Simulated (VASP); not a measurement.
Here is a VASP 6.6.1 calculation.

INCAR

```
SYSTEM = GaN
ALGO = Normal
EDIFF = 1E-6
ENCUT = 520
GGA = PE
ISIF = 2
ISMEAR = 0
LASPH = .TRUE.
LCHARG = .TRUE.
LELF = .TRUE.
LREAL = .FALSE.
LVHAR = .TRUE.
LWAVE = .FALSE.
NBANDS = 26
NELM = 60
PREC = Accurate
SIGMA = 0.01
```

Contents of KPOINTS:

```
k-points
0
G
  12 12 6
  0 0 0
```

POSCAR

```
GaN
1.0
    3.3000348257      0.0000000000      0.0000000000
   -1.6500174128      2.8579139924      0.0000000000
    0.0000000000      0.0000000000      4.7558746756
Ga N
2 2
Direct
    0.3333333333      0.6666666667      0.2500000000
    0.6666666667      0.3333333333      0.7500000000
    0.6666666667      0.3333333333      0.2500000000
    0.3333333333      0.6666666667      0.7500000000
```

Potentials or basis: VASP PAW PBE potentials, release 64 (Ga_d, N).

Run with:

```console
$ cat potpaw_PBE.64/Ga_d/POTCAR potpaw_PBE.64/N/POTCAR > POTCAR
$ mpirun -np 1 vasp_std > vasp.out
```

Task: Estimate the band gap on the k mesh.

Result: 1.46 eV, direct.

Task: Predict the pressure.

Result: 6.4 GPa.

Stress tensor (GPa, compression positive):
```
7.04 0.00 0.00
0.00 7.04 0.00
0.00 0.00 5.16
```
